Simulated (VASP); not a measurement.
Here is a VASP 6.6.1 calculation.

INCAR

```
ALGO     = Normal         # electronic algorithm
EDIFF    = 1E-6           # SCF threshold, eV
ENCUT    = 520            # plane-wave cutoff, eV
GGA      = PE             # functional
ISIF     = 2              # what is computed and relaxed
ISMEAR   = 0              # smearing method
LASPH    = True           # aspherical terms in the spheres
LCHARG   = True           # write CHGCAR
LELF     = True           # ELF
LREAL    = False          # projectors in reciprocal space
LVHAR    = True         
LWAVE    = False          # write WAVECAR
NBANDS   = 21             # bands
NELM     = 80             # most SCF steps
PREC     = Accurate       # precision mode
SIGMA    = 0.15           # smearing width, eV
```

Contents of KPOINTS:

```
k-points
0
Gamma
  14 14 14
```

Contents of POSCAR:

```
Ge
1.0
    0.0000000000      2.8287700000      2.9136331000
    2.8287700000      0.0000000000      2.9136331000
    2.8287700000      2.8287700000      0.0000000000
Ge
2
Direct
    0.5000000000      0.5000000000      0.5000000000
    0.7500000000      0.7500000000      0.7500000000
```

Potentials or basis: VASP PAW PBE potentials, release 64 (Ge_d).

The run is started by

```console
$ cat potpaw_PBE.64/Ge_d/POTCAR > POTCAR
$ mpirun -np 1 vasp_std > vasp.out
```

(1) Estimate the band gap on the k mesh.

(2) Estimate the pressure.

Results:

(1) zero (filled and empty bands touch).

(2) 1.5 GPa.

Caveat: the cell differs from its parent crystal (strain +0.000 along x and y, +0.030 along z); semilocal functionals underestimate gaps, and a narrow one can read as zero.
